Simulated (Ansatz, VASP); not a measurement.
**Ni5O4: VASP beside Ansatz**

```
Ni O
1.0
     2.91053    0.00000    0.00000
    -1.45527    2.52059    0.00000
     0.00000    0.00000   24.50576
Ni O
5 4
Cartesian
  1.4553 0.8402 7.5000
  0.0000 1.6804 9.8764
  0.0000 0.0000 12.2529
  1.4553 0.8402 14.6293
  0.0000 1.6804 17.0058
  0.0000 0.0000 8.6882
  1.4553 0.8402 11.0647
  0.0000 1.6804 13.4411
  0.0000 0.0000 15.8175
```

Alike in both runs: task single point; functional PBEsol; k mesh 1 × 1 × 1; occupations gaussian, width 0.1 eV; collinear spin.

|  | VASP | Ansatz |
| --- | --- | --- |
| version | VASP 6.6.1 | Ansatz 0.2.0 |
| potentials or method | VASP PAW PBE potentials, release 64 (Ni, O), cutoff 520 eV | scalar-relativistic, plane waves, PAW |
| valence electrons in the cell | 74 | 114 |

Ansatz gave:

| Quantity | Value |
| --- | --- |
| gap on the k mesh at the Fermi level (eV) | 1.07 |
| least direct gap on the mesh (eV) | 1.07 |
| rms of the force components (eV/Å) | 0.328 |
| net moment per atom (μB) | 0.44 |
| size of the moment on the site where the two differ most (μB) | 1.27 |

Q: What did VASP give for the same quantities?

A: gap on the k mesh at the Fermi level (eV): 0.92; least direct gap on the mesh (eV): 0.92; rms of the force components (eV/Å): 0.313; net moment per atom (μB): 0.44; size of the moment on the site where the two differ most (μB): 1.46.

VASP's potentials were made for PBE, not for PBEsol. Site moments also hang on the region over which each program counts them. VASP's potentials hold 74 valence electrons a cell and Ansatz's 114, so a difference there can come from the potentials and not from the codes. Ansatz's warnings: seeded moment not kept, stability check not made.
